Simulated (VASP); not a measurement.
# Ge in VASP: single point with PBE

Aim: the single point of Ge with PBE.

All numbers are computed with VASP 6.6.1; they aren't measurements. Logs are shortened: lines on timing, memory, paths and dates and some standing lists are left out, and cuts for length are marked.

**1. The cell of the first run**

The cell holds a slab with vacuum, 2 atoms: a = 4.246 Å, b = 4.246 Å, c = 28.000 Å, α = 90.00°, β = 90.00°, γ = 120.00°.

**2. Single point, PBE**

File INCAR:

```
SYSTEM = Ge
  PREC = Accurate
  ENCUT = 520
  EDIFF = 1E-6
  ISMEAR = 0
  SIGMA = 0.1
  LREAL = .False.
  LASPH = .True.
  NELM = 100
  ALGO = Normal
  ISIF = 2
  LWAVE = .False.
  LCHARG = .False.
  LDIPOL = .True.
  IDIPOL = 3
  DIPOL = 0.5 0.5 0.500
  GGA = PE
  NBANDS = 21
```

File KPOINTS:

```
regular mesh
0
Gamma
  12 12 1
  0 0 0
```

File POSCAR:

```
Ge
1.0
    4.2460000000      0.0000000000      0.0000000000
   -2.1230000000      3.6771438645      0.0000000000
    0.0000000000      0.0000000000     28.0000000000
Ge
2
Direct
    0.3333333333      0.6666666667      0.5000000000
    0.6666666667      0.3333333333      0.5000000000
```

Potentials or basis: VASP PAW PBE potentials, release 64 (Ge_d).

Command:

```bash
$ cat potpaw_PBE.64/Ge_d/POTCAR > POTCAR
$ mpirun -np 1 vasp_std > vasp.out
```

OUTCAR:

```text
SYSTEM = Ge
   PREC = Accurate
   ENCUT = 520
   EDIFF = 1E-6
   ISMEAR = 0
   LREAL = .False.
   LASPH = .True.
   NELM = 100
   ISIF = 2
   GGA = PE

 ion  position               nearest neighbor table
   1  0.333  0.667  0.500-   2 2.45   2 2.45   2 2.45
   2  0.667  0.333  0.500-   1 2.45   1 2.45   1 2.45

  LATTYP: Found a hexagonal cell.
 ALAT       =     4.2460000000
 C/A-ratio  =     6.5944418276

  Lattice vectors:

 A1 = (   4.2460000000,   0.0000000000,   0.0000000000)
 A2 = (  -2.1230000000,   3.6771438645,   0.0000000000)
 A3 = (   0.0000000000,   0.0000000000,  28.0000000000)

Analysis of symmetry for initial positions (statically):
=====================================================================
 Subroutine PRICEL returns:
 Original cell was already a primitive cell.

 Routine SETGRP: Setting up the symmetry group for a
 hexagonal supercell.

 Subroutine GETGRP returns: Found 24 space group operations
 (whereof 24 operations were pure point group operations)
 out of a pool of 24 trial point group operations.

The static configuration has the point symmetry D_6h.

Analysis of symmetry for dynamics (positions and initial velocities):
=====================================================================
 Subroutine PRICEL returns:
 Original cell was already a primitive cell.

 Routine SETGRP: Setting up the symmetry group for a
 hexagonal supercell.

 Subroutine GETGRP returns: Found 24 space group operations
 (whereof 24 operations were pure point group operations)
 out of a pool of 24 trial point group operations.

The dynamic configuration has the point symmetry D_6h.

 Subroutine INISYM returns: Found 24 space group operations
 (whereof 24 operations are pure point group operations),
 and found     1 'primitive' translations

----------------------------------------------------------------------------------------

                                     Primitive cell

  volume of cell :     437.1683

  direct lattice vectors                    reciprocal lattice vectors
     4.246000000  0.000000000  0.000000000     0.235515780  0.135975099  0.000000000
    -2.123000000  3.677143865  0.000000000     0.000000000  0.271950197  0.000000000
     0.000000000  0.000000000 28.000000000     0.000000000  0.000000000  0.035714286

  length of vectors
     4.246000000  4.246000000 28.000000000     0.271950197  0.271950197  0.035714286

  position of ions in fractional coordinates (direct lattice)
     0.333333333  0.666666667  0.500000000
     0.666666667  0.333333333  0.500000000

  ion indices of the primitive-cell ions
   primitive index   ion index
                 1           1
                 2           2

----------------------------------------------------------------------------------------

 KPOINTS: regular mesh

Automatic generation of k-mesh.
 Grid dimensions read from file:
 generate k-points for:   12   12    1

 Generating k-lattice:

  Cartesian coordinates                     Fractional coordinates (reciprocal lattice)
     0.019626315  0.011331258  0.000000000     0.083333333 -0.000000000  0.000000000
     0.000000000  0.022662516  0.000000000     0.000000000  0.083333333  0.000000000
     0.000000000  0.000000000  0.035714286     0.000000000  0.000000000  1.000000000

  Length of vectors
     0.022662516  0.022662516  0.035714286

  Shift w.r.t. Gamma in fractional coordinates (k-lattice)
     0.000000000  0.000000000  0.000000000

 Subroutine IBZKPT returns following result:
 ===========================================

 Found     19 irreducible k-points:

 Following reciprocal coordinates:
            Coordinates               Weight
  0.000000  0.000000  0.000000      1.000000
  0.083333 -0.000000  0.000000      6.000000
  0.166667 -0.000000  0.000000      6.000000
  0.250000 -0.000000  0.000000      6.000000
  0.333333 -0.000000  0.000000      6.000000
  0.416667 -0.000000  0.000000      6.000000
[... 11 lines left out ...]
  0.333333  0.250000  0.000000     12.000000
  0.333333  0.333333  0.000000      2.000000
   k-points           NKPTS =     19   k-points in BZ     NKDIM =     19   number of bands    NBANDS=     21
   number of dos      NEDOS =    301   number of ions     NIONS =      2
   total plane-waves  NPLWV = 215040
   dimension x,y,z NGX =    32 NGY =   32 NGZ =  210
   dimension x,y,z NGXF=    64 NGYF=   64 NGZF=  420
   ions per type =               2
   NGX,Y,Z   is equivalent  to a cutoff of  12.53, 12.53, 12.47 a.u.
   NGXF,Y,Z  is equivalent  to a cutoff of  25.06, 25.06, 24.94 a.u.
 SYSTEM =  Ge
   PREC   = accura    normal or accurate (medium, high low for compatibility)
   ISTART =      0    job   : 0-new  1-cont  2-samecut
   ICHARG =      2    charge: 1-file 2-atom 10-const
   ISPIN  =      1    spin polarized calculation?
   LNONCOLLINEAR =      F non collinear calculations
   LSORBIT =      F    spin-orbit coupling
   LASPH  =      T    aspherical Exc in radial PAW
   ENCUT  =  520.0 eV  38.22 Ry    6.18 a.u.   7.89  7.89 52.06*2*pi/ulx,y,z
   NELM   =    100;   NELMIN=  2; NELMDL= -5     # of ELM steps
   EDIFF  = 0.1E-05   stopping-criterion for ELM
   LREAL  =      F    real-space projection
   EDIFFG = 0.1E-04   stopping-criterion for IOM
   NSW    =      0    number of steps for IOM
   IBRION =     -1    ionic relax: 0-MD 1-quasi-New 2-CG
   NFREE  =      0    steps in history (QN), initial steepest desc. (CG)
   ISIF   =      2    stress and relaxation
   ISYM   =      2    0-nonsym 1-usesym 2-fastsym
   POTIM  = 0.5000    time-step for ionic-motion
   TEBEG  =    0.0;   TEEND  =   0.0 temperature during run
   PSTRESS=    0.0 pullay stress
   NELECT =      28.0000    total number of electrons
   NUPDOWN=      -1.0000    fix difference up-down
   EMIN   =  10.00;   EMAX   =-10.00  energy-range for DOS
   EFERMI =   0.00;   METHOD = LEGACY
   ISMEAR =     0;   SIGMA  =   0.10  broadening in eV -4-tet -1-fermi 0-gaus
   EFERMI_NEDOS =   21; number of points for ismear=-14 and -15
   IALGO  =     38    algorithm
   IMIX   =      4    mixing-type and parameters
     AMIX     =   0.40;   BMIX     =  1.00
     AMIX_MAG =   1.60;   BMIX_MAG =  1.00
  volume/ion in A,a.u.               =     218.58      1475.08
  Fermi-wavevector in a.u.,A,eV,Ry     =   0.655005  1.237780  5.837329  0.429032
  Thomas-Fermi vector in A             =   1.725743
   LORBIT       =      0    0 simple, 1 ext, 2 COOP (PROOUT), +10 PAW based schemes
   GGA     = PE    functional components
   LHFCALC =     F    Hartree Fock is set to
   AEXX    =    0.0000 exact exchange contribution
   IVDW    =     0    specifies the selected vdW correction
   LEPSILON=     F    determine dielectric tensor
   LRPA    =     F    only Hartree local field effects (RPA)
 non-spin polarized calculation
 Gauss-broadening in eV      SIGMA  =   0.10
  energy-cutoff  :      520.00
  volume of cell :      437.17
 maximum number of plane-waves:     11808
 NGX is ok and might be reduce to    32
   NGX = 15   NGY = 15   NGZ =105

 number of electron      27.9999980 magnetization

 dipolmoment           0.000000      0.000000     -0.000000 electrons x Angstroem

 Free energy of the ion-electron system (eV)
  ---------------------------------------------------
  ext. energy  EPLUGINS =         0.00000000
  ---------------------------------------------------
  free energy    TOTEN  =        -7.76621267 eV

  energy without entropy =       -7.76152934  energy(sigma->0) =       -7.76387101

 E-fermi :  -3.8215     XC(G=0):  -1.5640

 val. band max:       -3.8368994601   @ k =   0.3333   0.2500   0.0000
 cond. band min:      -3.3820985999   @ k =   0.0833   0.0833   0.0000
 fundamental gap:      0.4548008602
 Fermi energy:        -3.8215288307

 k-point     1 :       0.0000    0.0000    0.0000
  band No.  band energies     occupation
      1     -28.6280      2.00000
      2     -28.6052      2.00000
      3     -28.6052      2.00000
      4     -28.5676      2.00000
      5     -28.5676      2.00000
      6     -28.4769      2.00000
[... 13 lines left out ...]
     20       1.0455      0.00000
     21       1.3930      0.00000

 k-point     2 :       0.0833   -0.0000    0.0000
  band No.  band energies     occupation
      1     -28.6296      2.00000
      2     -28.6140      2.00000
      3     -28.6113      2.00000
      4     -28.5684      2.00000
      5     -28.5663      2.00000
      6     -28.4694      2.00000
[... 13 lines left out ...]
     20       1.1023      0.00000
     21       1.1230      0.00000

 k-point     3 :       0.1667   -0.0000    0.0000
  band No.  band energies     occupation
      1     -28.6407      2.00000
      2     -28.6336      2.00000
      3     -28.6173      2.00000
      4     -28.5705      2.00000
      5     -28.5624      2.00000
      6     -28.4581      2.00000
[... 13 lines left out ...]
     20       1.0685      0.00000
     21       1.3551      0.00000

 k-point     4 :       0.2500   -0.0000    0.0000
  band No.  band energies     occupation
      1     -28.6599      2.00000
      2     -28.6547      2.00000
      3     -28.6165      2.00000
      4     -28.5732      2.00000
      5     -28.5565      2.00000
      6     -28.4647      2.00000
[... 13 lines left out ...]
     20       1.5226      0.00000
     21       1.7414      0.00000

 k-point     5 :       0.3333   -0.0000    0.0000
  band No.  band energies     occupation
      1     -28.6772      2.00000
      2     -28.6721      2.00000
      3     -28.6141      2.00000
      4     -28.5758      2.00000
      5     -28.5497      2.00000
      6     -28.4723      2.00000
[... 13 lines left out ...]
     20       2.2817      0.00000
     21       2.6717      0.00000
[... 262 lines left out ...]
     20       2.8651      0.00000
     21       3.7177      0.00000

 k-point    17 :       0.2500    0.2500    0.0000
  band No.  band energies     occupation
      1     -28.7182      2.00000
      2     -28.6461      2.00000
      3     -28.6235      2.00000
      4     -28.5815      2.00000
      5     -28.5331      2.00000
      6     -28.4890      2.00000
[... 13 lines left out ...]
     20       2.9980      0.00000
     21       3.1285      0.00000

 k-point    18 :       0.3333    0.2500    0.0000
  band No.  band energies     occupation
      1     -28.7268      2.00000
      2     -28.6441      2.00000
      3     -28.6253      2.00000
      4     -28.5832      2.00000
      5     -28.5238      2.00000
      6     -28.4985      2.00000
[... 13 lines left out ...]
     20       3.3823      0.00000
     21       3.6901      0.00000

 k-point    19 :       0.3333    0.3333    0.0000
  band No.  band energies     occupation
      1     -28.7310      2.00000
      2     -28.6339      2.00000
      3     -28.6339      2.00000
      4     -28.5841      2.00000
      5     -28.5112      2.00000
      6     -28.5112      2.00000
[... 13 lines left out ...]
     20       3.2999      0.00000
     21       3.2999      0.00000

------------------------ aborting loop because EDIFF is reached ----------------------------------------

 vacuum level on the upper side and lower side of the slab       (xc-potential included)        -0.007        -0.007

  FORCE on cell =-STRESS in cart. coord.  units (eV):
  Direction    XX          YY          ZZ          XY          YZ          ZX
  --------------------------------------------------------------------------------------
  -------------------------------------------------------------------------------------
  Total       -1.7963615     -1.7963615     -0.0168902      0.0000000     -0.0000000      0.0000000
  in kB       -6.5834824     -6.5834824     -0.0619008      0.0000000     -0.0000000      0.0000000
  external PRESSURE =      -4.4096218 kB  Pullay stress =       0.0000000 kB

 VOLUME and BASIS-vectors are now :
 -----------------------------------------------------------------------------
  energy-cutoff  :      520.00
  volume of cell :      437.17
      direct lattice vectors                 reciprocal lattice vectors
     4.246000000  0.000000000  0.000000000     0.235515780  0.135975099  0.000000000
    -2.123000000  3.677143865  0.000000000     0.000000000  0.271950197  0.000000000
     0.000000000  0.000000000 28.000000000     0.000000000  0.000000000  0.035714286

 POSITION                                       TOTAL-FORCE (eV/Angst)
 -----------------------------------------------------------------------------------
     -0.00000      2.45143     14.00000        -0.000000      0.000000      0.000000
      2.12300      1.22571     14.00000         0.000000     -0.000000      0.000000
 -----------------------------------------------------------------------------------
    total drift:                                0.000000      0.000000     -0.000000

  FREE ENERGIE OF THE ION-ELECTRON SYSTEM (eV)
  ---------------------------------------------------
  free  energy   TOTEN  =        -7.7662126675 eV

  energy  without entropy=       -7.7615293441  energy(sigma->0) =       -7.76387101

 vacuum level on the upper side and lower side of the slab         1.011         1.011
```

It took 2.9 min on 1 thread of Intel Xeon Platinum 8488C (Sapphire Rapids), shared host; peak memory 0.52 GiB.

What came out:

| Item | Value |
| --- | --- |
| Free energy | -7.7662 eV |
| Band gap on the k mesh | zero (band 14 reaches -3.34 eV, above the bottom of band 15 at -5.11 eV) |

Levels at points of the mesh, in eV from the Fermi level:
| k point | band 10 | band 11 | band 12 | band 13 | band 14 | band 15 | band 16 | band 17 | band 18 | band 19 |
| --- | --- | --- | --- | --- | --- | --- | --- | --- | --- | --- |
| (0.00, 0.00, 0.00) | -24.61 | -11.17 | -2.20 | -1.84 | -1.29 | -1.29 | 3.30 | 3.30 | 3.61 | 4.59 |
| (0.50, 0.00, 0.00) | -24.56 | -9.40 | -7.64 | -2.59 | -0.40 | 0.49 | 1.26 | 6.15 | 6.48 | 6.78 |
